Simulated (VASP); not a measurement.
Al: single point with r2SCAN

Al:

```
Al
1.0
     1.99634    1.99634    0.00000
    -1.99634    1.99634    0.00000
     0.00000    0.00000    3.87290
Al
2
Direct
  0.00000 0.00000 0.00000
  0.50000 0.50000 0.50000
```

This cell differs from its parent crystal: strain along c alone, the other axes held: -3.0 %.

```yaml
Program: VASP 6.6.1
Task: single point
Functional: r2SCAN
Potentials_or_basis: VASP PAW PBE potentials, release 64 (Al)
Cutoff: 520 eV
k_mesh: 18 × 18 × 14
Occupations: gaussian, width 0.1 eV
Spin: no spin polarisation
```

| Quantity | Value |
| --- | --- |
| Pressure | 2.8 GPa |
| Band gap on the k mesh | zero (bands 3 and 4 overlap by 12.42 eV) |

Stress tensor (GPa, compression positive):
```
1.73 0.00 0.00
0.00 1.73 0.00
0.00 0.00 4.91
```

Levels at points of the mesh, in eV from the Fermi level:
```csv
k point,band 1,band 2,band 3,band 4,band 5,band 6,band 7
"(0.00, 0.00, 0.00)",-12.32,-2.97,-1.24,5.22,5.93,5.93,10.24
"(0.50, 0.00, 0.00)",-7.48,-7.48,1.51,1.51,3.58,3.58,10.12
"(0.50, 0.50, 0.00)",-3.48,-3.48,-1.90,-1.90,5.62,5.62,6.46
"(0.00, 0.00, 0.50)",-9.72,-9.72,7.80,7.80,8.12,8.12,8.12
"(0.50, 0.00, 0.50)",-5.27,-5.27,-4.62,-4.62,12.03,12.03,12.67
"(0.50, 0.50, 0.50)",-1.10,-1.10,-1.10,-1.10,-0.22,-0.22,1.80
```

Wall time 2.6 min on 1 thread of Intel(R) Xeon(R) Platinum 8488C (Sapphire Rapids), with other jobs on the host, peak memory 0.22 GiB.

Caveat: the cell differs from its parent crystal (strain along c alone, the other axes held: -3.0 %); the PAW data sets were made with another functional, which shifts forces and pressure a little.
